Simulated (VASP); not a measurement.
Crystal: AgCl.

```
CELL_PARAMETERS angstrom
4.51532 0.00000 0.00000
-2.25766 3.91038 0.00000
0.00000 0.00000 5.97509
ATOMIC_POSITIONS crystal
Ag 0.33333 0.66667 0.25000
Ag 0.66667 0.33333 0.75000
Cl 0.66667 0.33333 0.25000
Cl 0.33333 0.66667 0.75000
```

```yaml
Program: VASP 6.6.1
Task: relaxation of cell and atoms
Functional: r2SCAN
Potentials_or_basis: VASP PAW PBE potentials, release 64 (Ag, Cl)
Cutoff: 600 eV
k_mesh: 6 × 6 × 4
Occupations: fermi-dirac, width 0.02 eV
Spin: no spin polarisation
```

At the start: pressure -1.3 GPa; volume 26.37 Å³/atom.

Task: How do energy, volume and symmetry change on relaxing?

Result: Over 8 steps the energy falls by 6.1 meV/atom and the volume is 25.28 Å³/atom (-4.2 %); space group P6_3/mmc (No. 194, to 0.05 Å).

Step by step:
| step | energy change (eV) | largest force (eV/Å) | pressure (GPa) | volume (Å³) |
| --- | --- | --- | --- | --- |
| 1 | 0.0000 | 0.0000 | -1.28 | 105.50 |
| 2 | -0.0166 | 0.0000 | -0.23 | 102.30 |
| 3 | -0.0174 | 0.0000 | 0.07 | 101.52 |
| 4 | -0.0198 | 0.0000 | 0.05 | 101.39 |
| 5 | -0.0239 | 0.0000 | 0.09 | 100.97 |
| 6 | -0.0242 | 0.0000 | 0.13 | 100.80 |
| 7 | -0.0243 | 0.0000 | -0.10 | 101.37 |
| 8 | -0.0243 | 0.0000 | 0.00 | 101.12 |

Final structure:
```
Ag Cl
1.0
     4.51668    0.00000    0.00000
    -2.25834    3.91156    0.00000
     0.00000    0.00000    5.72366
Ag Cl
2 2
Direct
  0.33333 0.66667 0.25000
  0.66667 0.33333 0.75000
  0.66667 0.33333 0.25000
  0.33333 0.66667 0.75000
```

Caveat: the PAW data sets were made with another functional, which shifts forces and pressure a little.
